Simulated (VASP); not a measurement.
Runs of VASP 6.6.1 on Tl3Cu. The structure is that of space group Pm-3m (No. 221), or close to it. The cells are those of the table. 

| task | level | cell | k mesh | gap on the mesh (eV) | pressure (GPa) |
| --- | --- | --- | --- | --- | --- |
| relaxation of the atoms | PBE | atoms relaxed from a = 4.528, b = 4.528, c = 4.717 Å, 4 atoms | 5 × 5 × 5 | none | 3.4 |
| single point | PBE+D3(BJ) | a = 4.630 Å, 4 atoms | 6 × 6 × 6 | none | (a) |
| single point | PBE+D3(BJ) | a = 4.717 Å, 4 atoms | 6 × 6 × 6 | none | -2.1 |
| relaxation of the atoms | PBE | atoms relaxed from a = 4.670, b = 4.670, c = 4.717 Å, 4 atoms | 5 × 5 × 5 | none | 0.6 |
| single point | PBE | a = 4.717 Å, 4 atoms | 6 × 6 × 6 | none | 0.0 |

Alike in all rows: potentials or basis VASP PAW PBE potentials, release 64 (Tl_d, Cu); no spin polarisation; cutoff (eV) 520; smearing fermi-dirac 0.05 eV.

Problem. Fill in the values left out.

Solution. (a) -0.4.

Caveats: spin-orbit coupling is left out, which moves the levels of the heavy elements; the relaxation stopped at its first step, so nothing moved (some runs); three body term missing (some runs); pairwise dispersion overbinds metals, which lowers pressure and volume (some runs).

A k mesh can miss the band edges, and the runs leave out spin-orbit coupling on Tl.

A gap of «none» marks levels without a gap at the run's occupations.
